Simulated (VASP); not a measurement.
Here is a VASP 6.6.1 calculation.

File INCAR:

```
PREC = Accurate ; ENCUT = 520
EDIFF = 1E-6 ; ISMEAR = -1
SIGMA = 0.1 ; LREAL = F
LASPH = T ; NELM = 60
ALGO = Normal ; ISIF = 2
LWAVE = F ; LCHARG = T
GGA = PE ; LELF = T
LVHAR = T ; NBANDS = 18
```

KPOINTS

```
regular mesh
0
Gamma
  7 7 7
```

POSCAR

```
ScAl3
1.0
    4.1059282504      0.0000000000      0.0000000000
    0.0000000000      4.1059282504      0.0000000000
    0.0000000000      0.0000000000      4.1059282504
Sc Al
1 3
Direct
    0.0000000000      0.0000000000      0.0000000000
    0.5000000000      0.0000000000      0.5000000000
    0.0000000000      0.5000000000      0.5000000000
    0.5000000000      0.5000000000      0.0000000000
```

Potentials or basis: VASP PAW PBE potentials, release 64 (Sc_sv, Al).

Command:

```bash
$ cat potpaw_PBE.64/Sc_sv/POTCAR potpaw_PBE.64/Al/POTCAR > POTCAR
$ mpirun -np 1 vasp_std > vasp.out
```

Question: Estimate the band gap on the k mesh.

Answer: Zero (bands 10 and 11 overlap by 3.62 eV).

Question: What does it give for the pressure?

Answer: 0.0 GPa.
